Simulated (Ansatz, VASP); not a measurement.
**MoS2 in VASP and in Ansatz**

The input POSCAR:

```
MoS2
1.0
    3.2260272831      0.0000000000      0.0000000000
   -1.6130136416      2.7938215805      0.0000000000
    0.0000000000      0.0000000000     17.5627129508
Mo S
1 2
Direct
    0.0000000000      0.0000000000      0.0000000000
    0.3333333333      0.6666666667      0.9105070200
    0.3333333333      0.6666666667      0.0894929800
```

INCAR.step1

```
  PREC = Accurate
  ENCUT = 520
  ISMEAR = -1
  SIGMA = 0.05
  LREAL = False
  LASPH = True
  NELM = 80
  NBANDS = 20
  GGA = PE
  ALGO = Normal
  EDIFF = 1E-4
  LWAVE = True
  LCHARG = False
```

Contents of INCAR.step2:

```
  PREC = Accurate
  ENCUT = 520
  EDIFF = 1E-7
  ISMEAR = -1
  SIGMA = 0.05
  LREAL = False
  LASPH = True
  NELM = 80
  ALGO = Normal
  ISIF = 2
  LWAVE = False
  LCHARG = False
  METAGGA = R2SCAN
  LMIXTAU = True
  NBANDS = 20
  ISTART = 1
```

KPOINTS

```
Automatic mesh
0
Gamma
  10 10 2
```

The input input.yaml:

```yaml
crystal:
  lattice:
    - [3.2260272831, 0.0, 0.0]
    - [-1.6130136416, 2.7938215805, 0.0]
    - [0.0, 0.0, 17.5627129508]
  atoms:
    - { symbol: Mo, position: [0.0, 0.0, 0.0] }
    - { symbol: S, position: [0.3333333333, 0.6666666667, 0.91050702] }
    - { symbol: S, position: [0.3333333333, 0.6666666667, 0.08949298] }
hamiltonian:
  xc: r2scan
  pseudopotentials: { kind: paw }
kpoints:
  mp_grid: { grid: [10, 10, 2] }
scf:
  occupations: { method: fermi_dirac, width: 0.05 }
output:
  forces: true
  stress: true
  eigenvalues: true
```

Alike in both runs: task single point; functional r2SCAN; k mesh 10 × 10 × 2; occupations fermi-dirac, width 0.05 eV; no spin polarisation.

|  | VASP | Ansatz |
| --- | --- | --- |
| version | VASP 6.6.1 | Ansatz 0.2.0 |
| potentials or method | VASP PAW PBE potentials, release 64 (Mo_sv, S) | Ansatz PAW |
| plane-wave cutoff (eV) | 520 | 500 |
| valence electrons in the cell | 26 | 26 |

Ansatz gave:

- gap on the k mesh at the Fermi level (eV): 1.71
- least direct gap on the mesh (eV): 1.92
- rms of the force components (eV/Å): 0.288

Q: Estimate VASP's values.

A: gap on the k mesh at the Fermi level (eV): 1.72; least direct gap on the mesh (eV): 1.93; rms of the force components (eV/Å): 0.286.

VASP's potentials were made for PBE, not for r2SCAN. Atom by atom the forces differ by 0.002 eV/Å (rms over components). With one functional, cell and mesh, what is left measures potentials, basis and numerics.
